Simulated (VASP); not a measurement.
# AlIn3Sb4 (I-42m) in VASP: relaxation of cell and atoms with PBE

Aim: the relaxation of cell and atoms of AlIn3Sb4 with PBE.

Everything below comes from runs of VASP 6.6.1. Logs are shortened: lines on timing, memory, paths and dates and some standing lists are left out, and cuts for length are marked.

## 1. The cell of the first run

It takes space group I-42m (No. 121, tetragonal). Conventional cell: a = 6.527 Å, b = 6.527 Å, c = 13.050 Å, α = 90.00°, β = 90.00°, γ = 90.00°. Within 3.6 Å of Al (site symmetry -42m) lie 4 Sb at 2.71 Å. In (site symmetry -4) has 4 Sb at 2.86 Å within 3.8 Å. Within 3.8 Å of In (site symmetry -42m) lie 4 Sb at 2.88 Å. Within 3.6 Å of Sb (site symmetry m) lie 1 Al at 2.71 Å and 3 In at 2.86 to 2.88 Å.

## 2. Relaxation of cell and atoms, PBE

Input file INCAR:

```
ALGO = Fast
EDIFF = 1E-7
EDIFFG = -0.01
ENCUT = 600
GGA = PE
IBRION = 2
ISIF = 3
ISMEAR = 0
LASPH = T
LCHARG = F
LREAL = F
LWAVE = F
NELM = 100
NSW = 100
PREC = Accurate
SIGMA = 0.1
```

Input file KPOINTS:

```
k-points
0
Gamma
  8 8 8
```

Input file POSCAR:

```
AlIn3Sb4
1.0
   -3.2634037000      3.2634037000      6.5252005000
    3.2634037000     -3.2634037000      6.5252005000
    3.2634037000      3.2634037000     -6.5252005000
Al In Sb
1 3 4
Direct
    0.0000000000      0.0000000000      0.0000000000
    0.7500000000      0.2500000000      0.5000000000
    0.5000000000      0.5000000000      0.0000000000
    0.2500000000      0.7500000000      0.5000000000
    0.3595960000      0.3595960000      0.4779690000
    0.1183730000      0.6404040000      0.0000000000
    0.8816270000      0.8816270000      0.5220310000
    0.6404040000      0.1183730000      0.0000000000
```

Potentials or basis: VASP PAW PBE potentials, release 64 (Al, In_d, Sb).

The run is started by

```
> cat potpaw_PBE.64/Al/POTCAR potpaw_PBE.64/In_d/POTCAR potpaw_PBE.64/Sb/POTCAR > POTCAR
> mpirun -np 1 vasp_std > vasp.out
```

OUTCAR:

```text
EDIFF = 1E-7
   EDIFFG = -0.01
   ENCUT = 600
   GGA = PE
   IBRION = 2
   ISIF = 3
   ISMEAR = 0
   LASPH = T
   LREAL = F
   NELM = 100
   NSW = 100
   PREC = Accurate

 ion  position               nearest neighbor table
   1  0.000  0.000  0.000-   5 2.71   6 2.71   7 2.71   8 2.71
   2  0.750  0.250  0.500-   5 2.86   6 2.86   8 2.86   7 2.86
   3  0.500  0.500  0.000-   5 2.88   6 2.88   8 2.88   7 2.88
   4  0.250  0.750  0.500-   5 2.86   8 2.86   6 2.86   7 2.86
   5  0.360  0.360  0.478-   1 2.71   2 2.86   4 2.86   3 2.88
   6  0.118  0.640  0.000-   1 2.71   4 2.86   2 2.86   3 2.88
   7  0.882  0.882  0.522-   1 2.71   2 2.86   4 2.86   3 2.88
   8  0.640  0.118  0.000-   1 2.71   2 2.86   4 2.86   3 2.88

  LATTYP: Found a body centered tetragonal cell.
 ALAT       =     6.5268074000
 C/A-ratio  =     1.9995076000

  Lattice vectors:

 A1 = (  -3.2634037000,   3.2634037000,   6.5252005000)
 A2 = (   3.2634037000,  -3.2634037000,   6.5252005000)
 A3 = (   3.2634037000,   3.2634037000,  -6.5252005000)

Analysis of symmetry for initial positions (statically):
=====================================================================
 Subroutine PRICEL returns:
 Original cell was already a primitive cell.

 Routine SETGRP: Setting up the symmetry group for a
 body centered tetragonal supercell.

 Subroutine GETGRP returns: Found  8 space group operations
 (whereof  8 operations were pure point group operations)
 out of a pool of 16 trial point group operations.

The static configuration has the point symmetry D_2d.

Analysis of symmetry for dynamics (positions and initial velocities):
=====================================================================
 Subroutine PRICEL returns:
 Original cell was already a primitive cell.

 Routine SETGRP: Setting up the symmetry group for a
 body centered tetragonal supercell.

 Subroutine GETGRP returns: Found  8 space group operations
 (whereof  8 operations were pure point group operations)
 out of a pool of 16 trial point group operations.

The dynamic configuration has the point symmetry D_2d.

 Subroutine INISYM returns: Found  8 space group operations
 (whereof  8 operations are pure point group operations),
 and found     1 'primitive' translations

----------------------------------------------------------------------------------------

                                     Primitive cell

  volume of cell :     277.9684

  direct lattice vectors                    reciprocal lattice vectors
    -3.263403700  3.263403700  6.525200500     0.000000000  0.153214265  0.076625998
     3.263403700 -3.263403700  6.525200500     0.153214265  0.000000000  0.076625998
     3.263403700  3.263403700 -6.525200500     0.153214265  0.153214265  0.000000000

  length of vectors
     7.992361915  7.992361915  7.992361915     0.171307194  0.171307194  0.216677692

  position of ions in fractional coordinates (direct lattice)
     0.000000000  0.000000000  0.000000000
     0.750000000  0.250000000  0.500000000
     0.500000000  0.500000000  0.000000000
     0.250000000  0.750000000  0.500000000
     0.359596000  0.359596000  0.477969000
     0.118373000  0.640404000  0.000000000
     0.881627000  0.881627000  0.522031000
     0.640404000  0.118373000  0.000000000

  ion indices of the primitive-cell ions
   primitive index   ion index
                 1           1
                 2           2
                 3           3
                 4           4
                 5           5
                 6           6
                 7           7
                 8           8

----------------------------------------------------------------------------------------

 KPOINTS: k-points

Automatic generation of k-mesh.
 Grid dimensions read from file:
 generate k-points for:    8    8    8

 Generating k-lattice:

  Cartesian coordinates                     Fractional coordinates (reciprocal lattice)
     0.000000000  0.019151783  0.009578250     0.125000000  0.000000000  0.000000000
     0.019151783  0.000000000  0.009578250     0.000000000  0.125000000  0.000000000
     0.019151783  0.019151783  0.000000000     0.000000000  0.000000000  0.125000000

  Length of vectors
     0.021413399  0.021413399  0.027084711

  Shift w.r.t. Gamma in fractional coordinates (k-lattice)
     0.000000000  0.000000000  0.000000000

 Subroutine IBZKPT returns following result:
 ===========================================

 Found     59 irreducible k-points:

 Following reciprocal coordinates:
            Coordinates               Weight
  0.000000  0.000000  0.000000      1.000000
  0.125000 -0.000000  0.000000      8.000000
  0.250000 -0.000000  0.000000      8.000000
  0.375000 -0.000000  0.000000      8.000000
  0.500000 -0.000000  0.000000      4.000000
  0.125000  0.125000  0.000000      8.000000
[... 16 lines left out ...]
  0.250000  0.125000  0.125000     16.000000
  0.375000  0.125000  0.125000      8.000000
 [... further k-points ...]
   k-points           NKPTS =     59   k-points in BZ     NKDIM =     59   number of bands    NBANDS=     37
   number of dos      NEDOS =    301   number of ions     NIONS =      8
   total plane-waves  NPLWV = 262144
   dimension x,y,z NGX =    64 NGY =   64 NGZ =   64
   dimension x,y,z NGXF=   128 NGYF=  128 NGZF=  128
   ions per type =               1   3   4
   NGX,Y,Z   is equivalent  to a cutoff of  13.31, 13.31, 13.31 a.u.
   NGXF,Y,Z  is equivalent  to a cutoff of  26.62, 26.62, 26.62 a.u.
 SYSTEM =  unknown system
   PREC   = accura    normal or accurate (medium, high low for compatibility)
   ISTART =      0    job   : 0-new  1-cont  2-samecut
   ICHARG =      2    charge: 1-file 2-atom 10-const
   ISPIN  =      1    spin polarized calculation?
   LNONCOLLINEAR =      F non collinear calculations
   LSORBIT =      F    spin-orbit coupling
   LASPH  =      T    aspherical Exc in radial PAW
   ENCUT  =  600.0 eV  44.10 Ry    6.64 a.u.  15.96 15.96 15.96*2*pi/ulx,y,z
   NELM   =    100;   NELMIN=  2; NELMDL= -5     # of ELM steps
   EDIFF  = 0.1E-06   stopping-criterion for ELM
   LREAL  =      F    real-space projection
   EDIFFG = -.1E-01   stopping-criterion for IOM
   NSW    =    100    number of steps for IOM
   IBRION =      2    ionic relax: 0-MD 1-quasi-New 2-CG
   NFREE  =      1    steps in history (QN), initial steepest desc. (CG)
   ISIF   =      3    stress and relaxation
   ISYM   =      2    0-nonsym 1-usesym 2-fastsym
   POTIM  = 0.5000    time-step for ionic-motion
   TEBEG  =    0.0;   TEEND  =   0.0 temperature during run
   PSTRESS=    0.0 pullay stress
   NELECT =      62.0000    total number of electrons
   NUPDOWN=      -1.0000    fix difference up-down
   EMIN   =  10.00;   EMAX   =-10.00  energy-range for DOS
   EFERMI =   0.00;   METHOD = LEGACY
   ISMEAR =     0;   SIGMA  =   0.10  broadening in eV -4-tet -1-fermi 0-gaus
   EFERMI_NEDOS =   21; number of points for ismear=-14 and -15
   IALGO  =     68    algorithm
   IMIX   =      4    mixing-type and parameters
     AMIX     =   0.40;   BMIX     =  1.00
     AMIX_MAG =   1.60;   BMIX_MAG =  1.00
  volume/ion in A,a.u.               =      34.75       234.48
  Fermi-wavevector in a.u.,A,eV,Ry     =   0.992827  1.876171 13.411337  0.985705
  Thomas-Fermi vector in A             =   2.124666
   LORBIT       =      0    0 simple, 1 ext, 2 COOP (PROOUT), +10 PAW based schemes
   GGA     = PE    functional components
   LHFCALC =     F    Hartree Fock is set to
   AEXX    =    0.0000 exact exchange contribution
   IVDW    =     0    specifies the selected vdW correction
   LEPSILON=     F    determine dielectric tensor
   LRPA    =     F    only Hartree local field effects (RPA)
 conjugate gradient relaxation of ions
 non-spin polarized calculation
 RMM-DIIS sequential band-by-band and
 Gauss-broadening in eV      SIGMA  =   0.10
  energy-cutoff  :      600.00
  volume of cell :      277.97
 maximum number of plane-waves:      9314
   NGX = 31   NGY = 31   NGZ = 31

--------------------------------------- Ionic step        1  -------------------------------------------

 number of electron      61.9999998 magnetization

 Free energy of the ion-electron system (eV)
  ---------------------------------------------------
  ext. energy  EPLUGINS =         0.00000000
  ---------------------------------------------------
  free energy    TOTEN  =       -29.04811703 eV

  energy without entropy =      -29.04763769  energy(sigma->0) =      -29.04787736

------------------------ aborting loop because EDIFF is reached ----------------------------------------

  FORCE on cell =-STRESS in cart. coord.  units (eV):
  Direction    XX          YY          ZZ          XY          YZ          ZX
  --------------------------------------------------------------------------------------
  -------------------------------------------------------------------------------------
  Total        0.1200026      0.1200026      0.1059025      0.0000000      0.0000000      0.0000000
  in kB        0.6916812      0.6916812      0.6104095      0.0000000      0.0000000      0.0000000
  external PRESSURE =       0.6645906 kB  Pullay stress =       0.0000000 kB

 VOLUME and BASIS-vectors are now :
 -----------------------------------------------------------------------------
  energy-cutoff  :      600.00
  volume of cell :      277.97
      direct lattice vectors                 reciprocal lattice vectors
    -3.263403700  3.263403700  6.525200500     0.000000000  0.153214265  0.076625998
     3.263403700 -3.263403700  6.525200500     0.153214265  0.000000000  0.076625998
     3.263403700  3.263403700 -6.525200500     0.153214265  0.153214265  0.000000000

 POSITION                                       TOTAL-FORCE (eV/Angst)
 -----------------------------------------------------------------------------------
      0.00000      0.00000      0.00000         0.000000      0.000000      0.000000
     -0.00000      3.26340      3.26260        -0.000000      0.000000      0.000000
      0.00000      0.00000      6.52520         0.000000      0.000000     -0.000000
      3.26340     -0.00000      3.26260         0.000000     -0.000000      0.000000
      1.55981      1.55981      1.57403         0.007724      0.007724      0.007807
      1.70360     -1.70360      4.95117        -0.007724      0.007724     -0.007807
      1.70360      1.70360      8.09923        -0.007724     -0.007724      0.007807
     -1.70360      1.70360      4.95117         0.007724     -0.007724     -0.007807
 -----------------------------------------------------------------------------------
    total drift:                               -0.000003     -0.000003     -0.000002

  FREE ENERGIE OF THE ION-ELECTRON SYSTEM (eV)
  ---------------------------------------------------
  free  energy   TOTEN  =       -29.0481170330 eV

  energy  without entropy=      -29.0476376863  energy(sigma->0) =      -29.04787736

--------------------------------------- Ionic step        2  -------------------------------------------

 number of electron      61.9999998 magnetization

 Free energy of the ion-electron system (eV)
  ---------------------------------------------------
  ext. energy  EPLUGINS =         0.00000000
  ---------------------------------------------------
  free energy    TOTEN  =       -29.04812160 eV

  energy without entropy =      -29.04764173  energy(sigma->0) =      -29.04788166

 E-fermi :   4.4537     XC(G=0):  -8.4256

 val. band max:        4.4015388740   @ k =   0.0000   0.0000   0.0000
 cond. band min:       4.9212120619   @ k =   0.5000   0.5000   0.0000
 fundamental gap:      0.5196731879
 Fermi energy:         4.4537337408

 k-point     1 :       0.0000    0.0000    0.0000
  band No.  band energies     occupation
      1     -10.0661      2.00000
      2     -10.0624      2.00000
      3     -10.0624      2.00000
      4     -10.0194      2.00000
      5     -10.0105      2.00000
      6     -10.0105      2.00000
[... 949 lines left out ...]
     36       7.6734      0.00000
     37       7.6956      0.00000

 [... further k-points ...]
[... 5 lines left out ...]
  --------------------------------------------------------------------------------------
  -------------------------------------------------------------------------------------
  Total       -0.0203596     -0.0203596     -0.0315293      0.0000000     -0.0000000      0.0000000
  in kB       -0.1171060     -0.1171060     -0.1813524      0.0000000     -0.0000000      0.0000000
  external PRESSURE =      -0.1385215 kB  Pullay stress =       0.0000000 kB

 VOLUME and BASIS-vectors are now :
 -----------------------------------------------------------------------------
  energy-cutoff  :      600.00
  volume of cell :      278.55
      direct lattice vectors                 reciprocal lattice vectors
    -3.265765281  3.265765281  6.529367670     0.000000000  0.153103471  0.076577094
     3.265765281 -3.265765281  6.529367670     0.153103471  0.000000000  0.076577094
     3.265765281  3.265765281 -6.529367670     0.153103471  0.153103471  0.000000000

 POSITION                                       TOTAL-FORCE (eV/Angst)
 -----------------------------------------------------------------------------------
      0.00000      0.00000      0.00000         0.000000     -0.000000      0.000000
     -0.00000      3.26577      3.26468         0.000000     -0.000000     -0.000000
      0.00000      0.00000      6.52937         0.000000     -0.000000      0.000000
      3.26577     -0.00000      3.26468         0.000000     -0.000000      0.000000
      1.56131      1.56131      1.57541         0.005013      0.005013      0.004575
      1.70446     -1.70446      4.95396        -0.005013      0.005013     -0.004575
      1.70446      1.70446      8.10478        -0.005013     -0.005013      0.004575
     -1.70446      1.70446      4.95396         0.005013     -0.005013     -0.004575
 -----------------------------------------------------------------------------------
    total drift:                               -0.000002     -0.000002     -0.000001

  FREE ENERGIE OF THE ION-ELECTRON SYSTEM (eV)
  ---------------------------------------------------
  free  energy   TOTEN  =       -29.0481215991 eV

  energy  without entropy=      -29.0476417276  energy(sigma->0) =      -29.04788166

 reached required accuracy - stopping structural energy minimisation
```

It took 60 min on 1 thread of Oxide Virtual Turin-like, shared host; peak memory 1 GiB.

What came out:

- Free energy: -29.0481 eV
- Relaxed volume: 34.82 Å³/atom
- Relaxed cell: a = 7.998 Å, b = 7.998 Å, c = 7.998 Å, α = 131.80°, β = 131.80°, γ = 70.55°
- Space group after relaxing (to 0.1 Å): I-42m (No. 121)
- Energy gained by relaxing: 0.0 meV/atom
- Ionic steps: 2
- Pressure after relaxing: 0.0 GPa
- Largest force after relaxing: 0.008 eV/Å
- Band gap on the k mesh: zero (filled and empty bands touch)

Forces in eV/Å, atoms in the order of the input:
```
Al   0.000  0.000  0.000
In   0.000  0.000  0.000
In   0.000  0.000  0.000
In   0.000  0.000  0.000
Sb   0.005  0.005  0.005
Sb  -0.005  0.005 -0.005
Sb  -0.005 -0.005  0.005
Sb   0.005 -0.005 -0.005
```

Final structure:
```
Al In Sb
1.0
    -3.26577    3.26577    6.52937
     3.26577   -3.26577    6.52937
     3.26577    3.26577   -6.52937
Al In Sb
1 3 4
Direct
  0.00000 0.00000 0.00000
  0.75000 0.25000 0.50000
  0.50000 0.50000 0.00000
  0.25000 0.75000 0.50000
  0.35968 0.35968 0.47808
  0.11840 0.64032 0.00000
  0.88160 0.88160 0.52192
  0.64032 0.11840 0.00000
```

Caveat: semilocal functionals underestimate gaps, and a narrow one can read as zero; spin-orbit coupling is left out, which moves the levels of the heavy elements.

The gap in the log of VASP goes by the Fermi energy; the results here count the filled bands.